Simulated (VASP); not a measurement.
# KCl (Pm-3m) in VASP: further runs, part 2 of 2

VASP 6.6.1. Earlier steps stand in the parts before.

### Step 3. Single point, PBE

This run uses another cell than the first one, of 28.29 Å³/atom, 0.877 times its volume.

INCAR reads:

```
  PREC = Accurate
  ENCUT = 500
  EDIFF = 1E-6
  ISMEAR = 1
  SIGMA = 0.0032
  LREAL = F
  LASPH = T
  NELM = 120
  ALGO = Normal
  ISIF = 2
  LWAVE = F
  LCHARG = T
  GGA = PE
  LELF = T
  LVHAR = T
  NBANDS = 15
  GGA_COMPAT = F
```

KPOINTS reads:

```
Automatic mesh
0
Gamma
  1 1 1
  0.5 0.5 0
```

POSCAR reads:

```
KCl
1.0
    3.8391960000      0.0000000000      0.0000000000
    0.0000000000      3.8391960000      0.0000000000
    0.0000000000      0.0000000000      3.8391960000
K Cl
1 1
Direct
    0.0000000000      0.0000000000      0.0000000000
    0.5000000000      0.5000000000      0.5000000000
```

Potentials or basis: VASP PAW PBE potentials, release 64 (K_sv, Cl).

Started as:

```sh
$ cat potpaw_PBE.64/K_sv/POTCAR potpaw_PBE.64/Cl/POTCAR > POTCAR
$ mpirun -np 1 vasp_std > vasp.out
```

OUTCAR:

```text
PREC = Accurate
   ENCUT = 500
   EDIFF = 1E-6
   ISMEAR = 1
   LREAL = F
   LASPH = T
   NELM = 120
   ISIF = 2
   GGA = PE

 ion  position               nearest neighbor table
   1  0.000  0.000  0.000-
   2  0.500  0.500  0.500-

  LATTYP: Found a simple cubic cell.
 ALAT       =     3.8391960000

  Lattice vectors:

 A1 = (   3.8391960000,   0.0000000000,   0.0000000000)
 A2 = (   0.0000000000,   3.8391960000,   0.0000000000)
 A3 = (   0.0000000000,   0.0000000000,   3.8391960000)

Analysis of symmetry for initial positions (statically):
=====================================================================
 Subroutine PRICEL returns:
 Original cell was already a primitive cell.

 Routine SETGRP: Setting up the symmetry group for a
 simple cubic supercell.

 Subroutine GETGRP returns: Found 48 space group operations
[... 9 lines left out ...]

 Routine SETGRP: Setting up the symmetry group for a
 simple cubic supercell.

 Subroutine GETGRP returns: Found 48 space group operations
[... 11 lines left out ...]
                                     Primitive cell

  volume of cell :      56.5875

  direct lattice vectors                    reciprocal lattice vectors
     3.839196000  0.000000000  0.000000000     0.260471203  0.000000000  0.000000000
     0.000000000  3.839196000  0.000000000     0.000000000  0.260471203  0.000000000
     0.000000000  0.000000000  3.839196000     0.000000000  0.000000000  0.260471203

  length of vectors
     3.839196000  3.839196000  3.839196000     0.260471203  0.260471203  0.260471203

  position of ions in fractional coordinates (direct lattice)
     0.000000000  0.000000000  0.000000000
     0.500000000  0.500000000  0.500000000

  ion indices of the primitive-cell ions
   primitive index   ion index
                 1           1
                 2           2

[... 64 lines left out ...]
   IALGO  =     38    algorithm
   IMIX   =      4    mixing-type and parameters
     AMIX     =   0.40;   BMIX     =  1.00
     AMIX_MAG =   1.60;   BMIX_MAG =  1.00
  volume/ion in A,a.u.               =      28.29       190.94
  Fermi-wavevector in a.u.,A,eV,Ry     =   1.074504  2.030517 15.708715  1.154558
  Thomas-Fermi vector in A             =   2.210334
   LORBIT       =      0    0 simple, 1 ext, 2 COOP (PROOUT), +10 PAW based schemes
   GGA     = PE    functional components
   LHFCALC =     F    Hartree Fock is set to
   AEXX    =    0.0000 exact exchange contribution
   IVDW    =     0    specifies the selected vdW correction
   LEPSILON=     F    determine dielectric tensor
   LRPA    =     F    only Hartree local field effects (RPA)
 non-spin polarized calculation
 Methfessel and Paxton  Order N= 1 SIGMA  =   0.00
  energy-cutoff  :      500.00
  volume of cell :       56.59
 maximum number of plane-waves:      1452
 NGX is ok and might be reduce to    28
   NGX = 13   NGY = 13   NGZ = 13

 number of electron      16.0000005 magnetization

 Free energy of the ion-electron system (eV)
  ---------------------------------------------------
  ext. energy  EPLUGINS =         0.00000000
  ---------------------------------------------------
  free energy    TOTEN  =        -6.80118192 eV

  energy without entropy =       -6.80118192  energy(sigma->0) =       -6.80118192

 E-fermi :  -0.6013     XC(G=0):  -8.0553

 val. band max:       -0.6463377145   @ k =   0.5000   0.5000   0.0000
 cond. band min:       5.3472090649   @ k =   0.5000   0.5000   0.0000
 fundamental gap:      5.9935467794
 Fermi energy:        -0.6013171716

 k-point     1 :       0.5000    0.5000    0.0000
  band No.  band energies     occupation
      1     -28.9785      2.00000
      2     -12.9320      2.00000
      3     -12.6137      2.00000
      4     -12.6137      2.00000
      5     -12.3447      2.00000
      6      -1.8747      2.00000
      7      -1.8747      2.00000
      8      -0.6463      2.00000
      9       5.3472      0.00000
     10       6.4488      0.00000
     11       8.0961      0.00000
     12       8.0961      0.00000
     13      10.5345      0.00000
     14      10.5345      0.00000
     15      11.2016      0.00000

------------------------ aborting loop because EDIFF is reached ----------------------------------------

  FORCE on cell =-STRESS in cart. coord.  units (eV):
  Direction    XX          YY          ZZ          XY          YZ          ZX
  --------------------------------------------------------------------------------------
  -------------------------------------------------------------------------------------
  Total        0.4741036      0.4741036      0.4741036      0.0000000     -0.0000000      0.0000000
  in kB       13.4234137     13.4234137     13.4234137      0.0000000     -0.0000000      0.0000000
  external PRESSURE =      13.4234137 kB  Pullay stress =       0.0000000 kB

 VOLUME and BASIS-vectors are now :
 -----------------------------------------------------------------------------
  energy-cutoff  :      500.00
  volume of cell :       56.59
      direct lattice vectors                 reciprocal lattice vectors
     3.839196000  0.000000000  0.000000000     0.260471203  0.000000000  0.000000000
     0.000000000  3.839196000  0.000000000     0.000000000  0.260471203  0.000000000
     0.000000000  0.000000000  3.839196000     0.000000000  0.000000000  0.260471203

 POSITION                                       TOTAL-FORCE (eV/Angst)
 -----------------------------------------------------------------------------------
      0.00000      0.00000      0.00000         0.000000      0.000000      0.000000
      1.91960      1.91960      1.91960         0.000000      0.000000      0.000000
 -----------------------------------------------------------------------------------
    total drift:                               -0.000000      0.000000      0.000000

  FREE ENERGIE OF THE ION-ELECTRON SYSTEM (eV)
  ---------------------------------------------------
  free  energy   TOTEN  =        -6.8011819247 eV

  energy  without entropy=       -6.8011819247  energy(sigma->0) =       -6.80118192
```

OSZICAR:

```text
N       E                     dE             d eps       ncg     rms          rms(c)
DAV:   1     0.953247847906E+02    0.95325E+02   -0.70297E+03    30   0.944E+02
DAV:   2    -0.137884301565E+01   -0.96704E+02   -0.90705E+02    37   0.240E+02
DAV:   3    -0.703076513608E+01   -0.56519E+01   -0.56109E+01    44   0.500E+01
DAV:   4    -0.720205977362E+01   -0.17129E+00   -0.17110E+00    45   0.851E+00
DAV:   5    -0.720286628795E+01   -0.80651E-03   -0.80649E-03    44   0.671E-01    0.445E+00
DAV:   6    -0.686008149756E+01    0.34278E+00   -0.32025E-01    30   0.332E+00    0.391E+00
DAV:   7    -0.680182058022E+01    0.58261E-01   -0.12597E-01    37   0.224E+00    0.231E+00
DAV:   8    -0.680091645079E+01    0.90413E-03   -0.14300E-02    44   0.110E+00    0.371E-01
DAV:   9    -0.680069962409E+01    0.21683E-03   -0.13375E-03    45   0.205E-01    0.130E-01
DAV:  10    -0.680117832082E+01   -0.47870E-03   -0.38088E-04    44   0.165E-01    0.201E-02
DAV:  11    -0.680118432372E+01   -0.60029E-05   -0.12876E-05    45   0.270E-02    0.160E-02
DAV:  12    -0.680118204811E+01    0.22756E-05   -0.25981E-06    44   0.147E-02    0.371E-03
DAV:  13    -0.680118192472E+01    0.12339E-06   -0.29588E-07    22   0.369E-03
   1 F= -.68011819E+01 E0= -.68011819E+01  d E =0.389168E-86
```

stdout:

```text
POSCAR found type information on POSCAR K Cl
 POSCAR found :  2 types and       2 ions
 scaLAPACK will be used
 LDA part: xc-table for (Slater+PW92), standard interpolation
 POSCAR, INCAR and KPOINTS ok, starting setup
 FFT: planning ... GRIDC
 FFT: planning ... GRID_SOFT
 FFT: planning ... GRID
 WAVECAR not read
 entering main loop
```

Run time: 5 s. Hardware: 1 thread of Intel Xeon Platinum 8259CL at 2.50GHz (Skylake/Cascade Lake), shared host; peak memory 0.15 GiB.

What came out:

- Free energy: -6.8012 eV
- Pressure: 1.3 GPa
- Band gap on the k mesh: 5.99 eV

Caveat: the k points lie up to 1.64 Å⁻¹ apart.

### Step 4. Single point, PBE

This run uses another cell than the first one, of 28.29 Å³/atom, 0.877 times its volume.

INCAR reads:

```
SYSTEM = KCl
PREC = Accurate
ENCUT = 500
EDIFF = 1E-6
ISMEAR = 0
SIGMA = 0.1
LREAL = .False.
LASPH = .True.
NELM = 120
ALGO = Normal
ISIF = 2
LWAVE = .False.
LCHARG = .False.
GGA = PE
NBANDS = 15
GGA_COMPAT = .False.
```

KPOINTS is that of step 3.

POSCAR is that of step 3.

Started as:

```sh
$ cat potpaw_PBE.64/K_sv/POTCAR potpaw_PBE.64/Cl/POTCAR > POTCAR
$ mpirun -np 1 vasp_std > vasp.out
```

Run time: 7.6 s. Hardware: 1 thread of Intel Xeon Platinum 8259CL at 2.50GHz (Skylake/Cascade Lake), shared host; peak memory 0.15 GiB.

It converged, with:

```
Free energy            : -6.8012 eV
Pressure               : 1.3 GPa
Band gap on the k mesh : 5.99 eV
```

Levels at points of the mesh, in eV from the valence-band top:
| k point | band 4 | band 5 | band 6 | band 7 | band 8 | band 9 | band 10 | band 11 | band 12 | band 13 |
| --- | --- | --- | --- | --- | --- | --- | --- | --- | --- | --- |
| (0.50, 0.50, 0.00) | -11.97 | -11.70 | -1.23 | -1.23 | 0.00 | 5.99 | 7.10 | 8.74 | 8.74 | 11.18 |

Caveat: the k points lie up to 1.64 Å⁻¹ apart.

### Step 5. Single point, PBE

This run uses another cell than the first one, of 28.29 Å³/atom, 0.877 times its volume.

INCAR reads:

```
ALGO     = Normal         # electronic algorithm
EDIFF    = 1E-6           # SCF threshold, eV
ENCUT    = 500            # plane-wave cutoff, eV
GGA      = PE             # functional
GGA_COMPAT= False        
ISIF     = 2              # what is computed and relaxed
ISMEAR   = -1             # smearing method
LASPH    = True           # aspherical terms in the spheres
LCHARG   = False          # write CHGCAR
LREAL    = False          # projectors in reciprocal space
LWAVE    = False          # write WAVECAR
NBANDS   = 15             # bands
NELECT   = 14.0         
NELM     = 120            # most SCF steps
PREC     = Accurate       # precision mode
SIGMA    = 0.1            # smearing width, eV
```

KPOINTS reads:

```
Automatic mesh
0
Gamma
  2 2 2
  0.5 0.5 0.5
```

POSCAR is that of step 4.

Started as:

```sh
$ cat potpaw_PBE.64/K_sv/POTCAR potpaw_PBE.64/Cl/POTCAR > POTCAR
$ mpirun -np 1 vasp_std > vasp.out
```

It took 3.6 s on 1 thread of Intel Xeon Platinum 8259CL at 2.50GHz (Skylake/Cascade Lake), shared host; peak memory 0.15 GiB.

It converged, with:

| Item | Value |
| --- | --- |
| Free energy | -1.1611 eV |

Levels at points of the mesh, in eV from the Fermi level:
```
           k point  band 6  band 7  band 8  band 9  band 10  band 11
(0.25, 0.25, 0.25)   -0.09   -0.06   -0.06   12.08    13.40    13.40
```

Caveat: the k points lie up to 0.82 Å⁻¹ apart; the cell carries a net charge on a neutralising background, which shifts energy and pressure; the cell is charged against a uniform background, so pressure and absolute levels hang on convention.

### Step 6. The runs side by side

```csv
cell,k mesh,cutoff (eV),smearing,gap on the mesh (eV),pressure (GPa)
"a = 4.011 Å, 2 atoms",4 × 4 × 4,520,gaussian 0.1 eV,4.30,-1.8
"a = 3.839 Å, 2 atoms","1 × 1 × 1, shifted",500,methfessel-paxton 0.0032 eV,5.99,1.3
"a = 3.839 Å, 2 atoms","1 × 1 × 1, shifted",500,gaussian 0.1 eV,5.99,1.3
```

Alike in all rows: task single point; level PBE; potentials or basis VASP PAW PBE potentials, release 64 (K_sv, Cl); no spin polarisation.

Caveats: some runs use coarse meshes.

Total energies depend on the potentials used, so only differences within one code and one set of settings carry meaning.
